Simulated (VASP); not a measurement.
# HfAg2Sn2 (I4/mmm) in VASP: notebook

HfAg2Sn2 is run at these levels: PBE; tasks: single point, relaxation of cell and atoms.

Everything below comes from runs of VASP 6.6.1. Logs are shortened: lines on timing, memory, paths and dates and some standing lists are left out, and cuts for length are marked.

## 1. The cell of the first run

It takes space group I4/mmm (No. 139, tetragonal). The conventional cell has a = 3.765 Å, b = 3.765 Å, c = 16.096 Å, α = 90.00°, β = 90.00°, γ = 90.00°. Hf (site symmetry 4/mmm) has 8 Sn at 3.14 Å and 4 Hf at 3.77 Å within 4.1 Å. Sn (site symmetry 4mm) has 4 Ag at 3.02 Å and 4 Hf at 3.14 Å and 5 Sn at 3.32 to 3.77 Å within 4.0 Å. Within 3.5 Å of Ag (site symmetry -4m2) lie 4 Ag at 2.66 Å and 4 Sn at 3.02 Å.

## 2. Single point, PBE

The input, INCAR:

```
PREC = Accurate
ENCUT = 520
EDIFF = 1E-6
ISMEAR = -1
SIGMA = 0.1017
LREAL = F
LASPH = T
NELM = 100
ALGO = Normal
ISIF = 2
LWAVE = F
LCHARG = F
GGA = PE
NBANDS = 38
```

The input, KPOINTS:

```
regular mesh
0
Gamma
  4 4 4
```

The input, POSCAR:

```
HfAg2Sn2
1.0
    0.0000000000      3.7651462110     -0.0000001649
    3.7651462110      0.0000000000     -0.0000001649
    1.8825727530      1.8825727530     -8.0482162192
Hf Sn Ag
1 2 2
Direct
    0.0000000000      0.0000000000      0.0000000000
    0.3968502639      0.3968502639      0.2062994721
    0.6031497361      0.6031497361      0.7937005279
    0.7500000000      0.2500000000      0.5000000000
    0.2500000000      0.7500000000      0.5000000000
```

Potentials or basis: VASP PAW PBE potentials, release 64 (Hf_pv, Sn_d, Ag).

Run with:

```bash
> cat potpaw_PBE.64/Hf_pv/POTCAR potpaw_PBE.64/Sn_d/POTCAR potpaw_PBE.64/Ag/POTCAR > POTCAR
> mpirun -np 1 vasp_std > vasp.out
```

OUTCAR:

```text
PREC = Accurate
   ENCUT = 520
   EDIFF = 1E-6
   ISMEAR = -1
   LREAL = F
   LASPH = T
   NELM = 100
   ISIF = 2
   GGA = PE

 ion  position               nearest neighbor table
   1  0.000  0.000  0.000-   2 3.14   3 3.14   3 3.14   3 3.14   2 3.14   2 3.14   3 3.14   2 3.14

   2  0.397  0.397  0.206-   5 3.02   4 3.02   4 3.02   5 3.02   1 3.14   1 3.14   1 3.14   1 3.14
                             3 3.32
   3  0.603  0.603  0.794-   5 3.02   4 3.02   4 3.02   5 3.02   1 3.14   1 3.14   1 3.14   1 3.14
                             2 3.32
   4  0.750  0.250  0.500-   5 2.66   5 2.66   5 2.66   5 2.66   3 3.02   2 3.02   3 3.02   2 3.02

   5  0.250  0.750  0.500-   4 2.66   4 2.66   4 2.66   4 2.66   2 3.02   3 3.02   3 3.02   2 3.02

  LATTYP: Found a body centered tetragonal cell.
 ALAT       =     3.7651462110
 C/A-ratio  =     4.2751147516

  Lattice vectors:

 A1 = (  -1.8825727530,   1.8825734580,   8.0482160543)
 A2 = (   1.8825734580,  -1.8825727530,   8.0482160543)
 A3 = (   1.8825727530,   1.8825727530,  -8.0482162192)

Analysis of symmetry for initial positions (statically):
=====================================================================
 Subroutine PRICEL returns:
 Original cell was already a primitive cell.

 Routine SETGRP: Setting up the symmetry group for a
 body centered tetragonal supercell.

 Subroutine GETGRP returns: Found 16 space group operations
 (whereof 16 operations were pure point group operations)
 out of a pool of 16 trial point group operations.

The static configuration has the point symmetry D_4h.

Analysis of symmetry for dynamics (positions and initial velocities):
=====================================================================
 Subroutine PRICEL returns:
 Original cell was already a primitive cell.

 Routine SETGRP: Setting up the symmetry group for a
 body centered tetragonal supercell.

 Subroutine GETGRP returns: Found 16 space group operations
 (whereof 16 operations were pure point group operations)
 out of a pool of 16 trial point group operations.

The dynamic configuration has the point symmetry D_4h.

 Subroutine INISYM returns: Found 16 space group operations
 (whereof 16 operations are pure point group operations),
 and found     1 'primitive' translations

----------------------------------------------------------------------------------------

                                     Primitive cell

  volume of cell :     114.0941

  direct lattice vectors                    reciprocal lattice vectors
     0.000000000  3.765146211 -0.000000165     0.000000003  0.265593938  0.062125557
     3.765146211  0.000000000 -0.000000165     0.265593938  0.000000003  0.062125557
     1.882572753  1.882572753 -8.048216219    -0.000000005 -0.000000005 -0.124251138

  length of vectors
     3.765146211  3.765146211  8.477142482     0.272763130  0.272763130  0.124251138

  position of ions in fractional coordinates (direct lattice)
     0.000000000  0.000000000  0.000000000
     0.396850264  0.396850264  0.206299472
     0.603149736  0.603149736  0.793700528
     0.750000000  0.250000000  0.500000000
     0.250000000  0.750000000  0.500000000

  ion indices of the primitive-cell ions
   primitive index   ion index
                 1           1
                 2           2
                 3           3
                 4           4
                 5           5

----------------------------------------------------------------------------------------

 KPOINTS: regular mesh

Automatic generation of k-mesh.
 Grid dimensions read from file:
 generate k-points for:    4    4    4

 Generating k-lattice:

  Cartesian coordinates                     Fractional coordinates (reciprocal lattice)
     0.000000001  0.066398485  0.015531389     0.250000000  0.000000000  0.000000000
     0.066398485  0.000000001  0.015531389     0.000000000  0.250000000  0.000000000
    -0.000000001 -0.000000001 -0.031062784     0.000000000  0.000000000  0.250000000

  Length of vectors
     0.068190782  0.068190782  0.031062784

  Shift w.r.t. Gamma in fractional coordinates (k-lattice)
     0.000000000  0.000000000  0.000000000

 Subroutine IBZKPT returns following result:
 ===========================================

 Found     13 irreducible k-points:

 Following reciprocal coordinates:
            Coordinates               Weight
  0.000000  0.000000  0.000000      1.000000
  0.250000  0.000000  0.000000      8.000000
  0.500000  0.000000  0.000000      4.000000
  0.250000  0.250000  0.000000      8.000000
  0.500000  0.250000  0.000000     16.000000
 -0.250000  0.250000  0.000000      4.000000
  0.500000  0.500000  0.000000      2.000000
  0.000000  0.000000  0.250000      2.000000
  0.500000 -0.000000  0.250000      4.000000
 -0.250000  0.000000  0.250000      8.000000
  0.500000  0.500000  0.250000      2.000000
 -0.250000 -0.250000  0.250000      4.000000
  0.000000  0.000000  0.500000      1.000000
   k-points           NKPTS =     13   k-points in BZ     NKDIM =     13   number of bands    NBANDS=     38
   number of dos      NEDOS =    301   number of ions     NIONS =      5
   total plane-waves  NPLWV =  50176
   dimension x,y,z NGX =    28 NGY =   28 NGZ =   64
   dimension x,y,z NGXF=    56 NGYF=   56 NGZF=  128
   ions per type =               1   2   2
   NGX,Y,Z   is equivalent  to a cutoff of  12.36, 12.36, 12.55 a.u.
   NGXF,Y,Z  is equivalent  to a cutoff of  24.73, 24.73, 25.10 a.u.
 SYSTEM =  unknown system
   PREC   = accura    normal or accurate (medium, high low for compatibility)
   ISTART =      0    job   : 0-new  1-cont  2-samecut
   ICHARG =      2    charge: 1-file 2-atom 10-const
   ISPIN  =      1    spin polarized calculation?
   LNONCOLLINEAR =      F non collinear calculations
   LSORBIT =      F    spin-orbit coupling
   LASPH  =      T    aspherical Exc in radial PAW
   ENCUT  =  520.0 eV  38.22 Ry    6.18 a.u.   7.00  7.00 15.76*2*pi/ulx,y,z
   NELM   =    100;   NELMIN=  2; NELMDL= -5     # of ELM steps
   EDIFF  = 0.1E-05   stopping-criterion for ELM
   LREAL  =      F    real-space projection
   EDIFFG = 0.1E-04   stopping-criterion for IOM
   NSW    =      0    number of steps for IOM
   IBRION =     -1    ionic relax: 0-MD 1-quasi-New 2-CG
   NFREE  =      0    steps in history (QN), initial steepest desc. (CG)
   ISIF   =      2    stress and relaxation
   ISYM   =      2    0-nonsym 1-usesym 2-fastsym
   POTIM  = 0.5000    time-step for ionic-motion
   TEBEG  =    0.0;   TEEND  =   0.0 temperature during run
   PSTRESS=    0.0 pullay stress
   NELECT =      60.0000    total number of electrons
   NUPDOWN=      -1.0000    fix difference up-down
   EMIN   =  10.00;   EMAX   =-10.00  energy-range for DOS
   EFERMI =   0.00;   METHOD = LEGACY
   ISMEAR =    -1;   SIGMA  =   0.10  broadening in eV -4-tet -1-fermi 0-gaus
   EFERMI_NEDOS =   21; number of points for ismear=-14 and -15
   IALGO  =     38    algorithm
   IMIX   =      4    mixing-type and parameters
     AMIX     =   0.40;   BMIX     =  1.00
     AMIX_MAG =   1.60;   BMIX_MAG =  1.00
  volume/ion in A,a.u.               =      22.82       153.99
  Fermi-wavevector in a.u.,A,eV,Ry     =   1.321410  2.497102 23.757452  1.746123
  Thomas-Fermi vector in A             =   2.451165
   LORBIT       =      0    0 simple, 1 ext, 2 COOP (PROOUT), +10 PAW based schemes
   GGA     = PE    functional components
[... 5 lines left out ...]
 non-spin polarized calculation
  energy-cutoff  :      520.00
  volume of cell :      114.09
 maximum number of plane-waves:      3090
   NGX = 13   NGY = 13   NGZ = 31

 number of electron      59.9999986 magnetization

 Free energy of the ion-electron system (eV)
  ---------------------------------------------------
  ext. energy  EPLUGINS =         0.00000000
  ---------------------------------------------------
  free energy    TOTEN  =       -22.49796282 eV

  energy without entropy =      -22.35674646  energy(sigma->0) =      -22.42735464

 E-fermi :   7.3048     XC(G=0): -10.9366

 val. band max:        7.2926362888   @ k =   0.2500   0.2500   0.0000
 cond. band min:       7.3056707424   @ k =   0.5000   0.2500   0.0000
 fundamental gap:      0.0130344536
 Fermi energy:         7.3048482577

 k-point     1 :       0.0000    0.0000    0.0000
  band No.  band energies     occupation
      1     -24.4747      2.00000
      2     -24.2603      2.00000
      3     -24.2603      2.00000
      4     -13.9708      2.00000
      5     -13.9290      2.00000
      6     -13.9274      2.00000
[... 30 lines left out ...]
     37      11.2174      0.00000
     38      13.3182      0.00000

 k-point     2 :       0.2500    0.0000    0.0000
  band No.  band energies     occupation
      1     -24.4710      2.00000
      2     -24.2962      2.00000
      3     -24.2572      2.00000
      4     -13.9654      2.00000
      5     -13.9399      2.00000
      6     -13.9297      2.00000
[... 30 lines left out ...]
     37      11.8669      0.00000
     38      12.0851      0.00000

 k-point     3 :       0.5000    0.0000    0.0000
  band No.  band energies     occupation
      1     -24.4673      2.00000
      2     -24.3318      2.00000
      3     -24.2541      2.00000
      4     -13.9621      2.00000
      5     -13.9523      2.00000
      6     -13.9314      2.00000
[... 30 lines left out ...]
     37      11.8065      0.00000
     38      13.1049      0.00000

 k-point     4 :       0.2500    0.2500    0.0000
  band No.  band energies     occupation
      1     -24.4676      2.00000
      2     -24.2932      2.00000
      3     -24.2921      2.00000
      4     -13.9565      2.00000
      5     -13.9417      2.00000
      6     -13.9343      2.00000
[... 30 lines left out ...]
     37      10.8497      0.00000
     38      12.4690      0.00000
[... 252 lines left out ...]
      4     -13.9435      2.00000
      5     -13.9413      2.00000
      6     -13.9413      2.00000
[... 30 lines left out ...]
     37      10.8244      0.00000
     38      10.8265      0.00000

 k-point    12 :      -0.2500   -0.2500    0.2500
  band No.  band energies     occupation
      1     -24.4676      2.00000
      2     -24.2932      2.00000
      3     -24.2921      2.00000
      4     -13.9564      2.00000
      5     -13.9408      2.00000
      6     -13.9346      2.00000
[... 30 lines left out ...]
     37      11.2922      0.00000
     38      11.7347      0.00000

 k-point    13 :       0.0000    0.0000    0.5000
  band No.  band energies     occupation
      1     -24.4747      2.00000
      2     -24.2603      2.00000
      3     -24.2603      2.00000
      4     -13.9704      2.00000
      5     -13.9302      2.00000
      6     -13.9263      2.00000
[... 30 lines left out ...]
     37      12.8785      0.00000
     38      12.8785      0.00000

------------------------ aborting loop because EDIFF is reached ----------------------------------------

  FORCE on cell =-STRESS in cart. coord.  units (eV):
  Direction    XX          YY          ZZ          XY          YZ          ZX
  --------------------------------------------------------------------------------------
  -------------------------------------------------------------------------------------
  Total       -0.1538114     -0.1538114     -0.0869720     -0.0000000      0.0000000      0.0000000
  in kB       -2.1599105     -2.1599105     -1.2213127     -0.0000000      0.0000000      0.0000000
  external PRESSURE =      -1.8470445 kB  Pullay stress =       0.0000000 kB

 VOLUME and BASIS-vectors are now :
 -----------------------------------------------------------------------------
  energy-cutoff  :      520.00
  volume of cell :      114.09
      direct lattice vectors                 reciprocal lattice vectors
     0.000000000  3.765146211 -0.000000165     0.000000003  0.265593938  0.062125557
     3.765146211  0.000000000 -0.000000165     0.265593938  0.000000003  0.062125557
     1.882572753  1.882572753 -8.048216219    -0.000000005 -0.000000005 -0.124251138

 POSITION                                       TOTAL-FORCE (eV/Angst)
 -----------------------------------------------------------------------------------
      0.00000      0.00000      0.00000         0.000000     -0.000000     -0.000000
      1.88257      1.88257     -1.66034         0.000000      0.000000      0.021740
      3.76515      3.76515     -6.38787        -0.000000     -0.000000     -0.021740
      1.88257      3.76515     -4.02411         0.000000      0.000000      0.000000
      3.76515      1.88257     -4.02411        -0.000000      0.000000      0.000000
 -----------------------------------------------------------------------------------
    total drift:                                0.000000      0.000000      0.000000

  FREE ENERGIE OF THE ION-ELECTRON SYSTEM (eV)
  ---------------------------------------------------
  free  energy   TOTEN  =       -22.4979628169 eV

  energy  without entropy=      -22.3567464592  energy(sigma->0) =      -22.42735464
```

Run time: 58 s. Hardware: 1 thread of AMD EPYC 9R45 (Zen 5), shared host; peak memory 0.2 GiB.

What came out:

```
Free energy            : -22.4980 eV
Pressure               : -0.2 GPa
Largest force          : 0.022 eV/Å
Band gap on the k mesh : zero (bands 30 and 31 overlap by 0.91 eV)
```

Forces in eV/Å, atoms in the order of the input:
```
Hf   0.000  0.000  0.000
Sn   0.000  0.000  0.022
Sn   0.000  0.000 -0.022
Ag   0.000  0.000  0.000
Ag   0.000  0.000  0.000
```

Caveat: the k points lie up to 0.43 Å⁻¹ apart, too coarse for converged energies and pressures of a metal; spin-orbit coupling is left out, which moves the levels of the heavy elements.

[end of part 1 of 3]
